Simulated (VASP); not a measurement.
Wanted: the native input for a VASP 6.6.1 run.

```
Task                   : single point
Functional             : PBE
Potentials or basis    : VASP PAW PBE potentials, release 64 (Sb, C)
Cutoff                 : 520 eV
k mesh                 : 8 × 8 × 8
Occupations            : gaussian, width 0.1 eV
Spin                   : no spin polarisation
Dipole correction      : no
Further INCAR settings : ALGO = Fast; EDIFF = 1e-07; NBANDS = 33
```

The structure of Sb2C3 lies in POSCAR:

```
Sb2C3
1.0
    0.0000000000      4.3899063686      4.6937150971
    3.8272336387      0.0000000000      4.6937150971
    3.8272336387      4.3899063686      0.0000000000
Sb C
4 6
Direct
    0.6573599200      0.3426400800      0.6573599200
    0.3426400800      0.6573599200      0.3426400800
    0.7500000000      0.7500000000      0.7500000000
    0.2500000000      0.2500000000      0.2500000000
    0.0376317526      0.2238678475      0.9623682474
    0.2238678475      0.0376317526      0.7761321525
    0.9623682474      0.7761321525      0.0376317526
    0.7761321525      0.9623682474      0.2238678475
    0.8264008521      0.1735991479      0.1735991479
    0.1735991479      0.8264008521      0.8264008521
```

These files were run (other wordings do the same):

INCAR

```
  PREC = Accurate
  ENCUT = 520
  EDIFF = 1E-7
  ISMEAR = 0
  SIGMA = 0.1
  LREAL = False
  LASPH = True
  NELM = 80
  ALGO = Fast
  ISIF = 2
  LWAVE = False
  LCHARG = False
  GGA = PE
  NBANDS = 33
```

KPOINTS

```
Automatic mesh
0
Gamma
  8 8 8
```

Potentials or basis: VASP PAW PBE potentials, release 64 (Sb, C).

Launch:

```bash
$ cat potpaw_PBE.64/Sb/POTCAR potpaw_PBE.64/C/POTCAR > POTCAR
$ mpirun -np 1 vasp_std > vasp.out
```

It gave:

```json
{
  "Pressure": "0.0 GPa",
  "Largest force": "0.064 eV/Å",
  "Band gap on the k mesh": "zero (bands 22 and 23 overlap by 1.29 eV)"
}
```

Caveat: spin-orbit coupling is left out, which moves the levels of the heavy elements.

It took 19 min on 1 thread of Oxide Virtual Turin-like Processor (shared host), peak memory 0.54 GiB.
